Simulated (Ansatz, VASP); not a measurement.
Two plane-wave programs on NaH

POSCAR

```
NaH
1.0
   -0.1797773728      2.3970316378      2.3550835841
    2.3970316378     -0.1797773728      2.3550835841
    2.2172542650      2.2172542650      0.0000000000
Na H
1 1
Direct
    0.0000000000      0.0000000000      0.0000000000
    0.5000000000      0.5000000000      0.5000000000
```

The input INCAR.step1:

```
PREC     = Accurate       # precision mode
ENCUT    = 520            # plane-wave cutoff, eV
ISMEAR   = -1             # smearing method
SIGMA    = 0.2            # smearing width, eV
LREAL    = F              # projectors in reciprocal space
LASPH    = T              # aspherical terms in the spheres
NELM     = 60             # most SCF steps
NBANDS   = 11             # bands
GGA      = PE             # functional
ALGO     = Normal         # electronic algorithm
EDIFF    = 1E-4           # SCF threshold, eV
LWAVE    = T              # write WAVECAR
LCHARG   = F              # write CHGCAR
```

INCAR.step2

```
PREC     = Accurate       # precision mode
ENCUT    = 520            # plane-wave cutoff, eV
EDIFF    = 1E-7           # SCF threshold, eV
ISMEAR   = -1             # smearing method
SIGMA    = 0.2            # smearing width, eV
LREAL    = F              # projectors in reciprocal space
LASPH    = T              # aspherical terms in the spheres
NELM     = 60             # most SCF steps
ALGO     = Normal         # electronic algorithm
ISIF     = 2              # what is computed and relaxed
LWAVE    = F              # write WAVECAR
LCHARG   = T              # write CHGCAR
METAGGA  = R2SCAN         # meta-GGA
LMIXTAU  = T            
LELF     = T              # ELF
LVHAR    = T            
NBANDS   = 11             # bands
ISTART   = 1
```

File KPOINTS:

```
Automatic mesh
0
Gamma
  8 8 8
```

Input for Ansatz:

```yaml
crystal:
  lattice:
    - [-0.1797773728, 2.3970316378, 2.3550835841]
    - [2.3970316378, -0.1797773728, 2.3550835841]
    - [2.217254265, 2.217254265, 0.0]
  atoms:
    - { symbol: Na, position: [0.0, 0.0, 0.0] }
    - { symbol: H, position: [0.5, 0.5, 0.5] }
basis:
  ecutwfc: 520.0
kpoints:
  mp_grid: { grid: [8, 8, 8] }
hamiltonian:
  xc: r2scan
scf:
  occupations: { method: fermi_dirac, width: 0.2 }
output:
  forces: true
  stress: true
  eigenvalues: true
```

Change from the starting cell: engineering shear strain xy -0.1500, normal strain along z -0.0175.

Alike in both runs: task single point; functional r2SCAN; k mesh 8 × 8 × 8; occupations fermi-dirac, width 0.2 eV; no spin polarisation.

```csv
,VASP,Ansatz
version,VASP 6.6.1,Ansatz 0.2.0
potentials or method,"VASP PAW PBE potentials, release 64 (Na_pv, H), cutoff 520 eV","scalar-relativistic, plane waves, PAW"
valence electrons in the cell,8,10
```

Ansatz gave:

* gap on the k mesh at the Fermi level (eV): 3.90
* least direct gap on the mesh (eV): 5.19
* pressure (GPa): 0.5
* traceless stress, the component that is largest in VASP (GPa): 3.63

Question: Which values does VASP return?

Answer: gap on the k mesh at the Fermi level (eV): 3.91; least direct gap on the mesh (eV): 5.18; pressure (GPa): 0.2; traceless stress, the component that is largest in VASP (GPa): 3.65.

VASP's potentials were made for PBE, not for r2SCAN. VASP's potentials hold 8 valence electrons a cell and Ansatz's 10, so a difference there can come from the potentials and not from the codes.
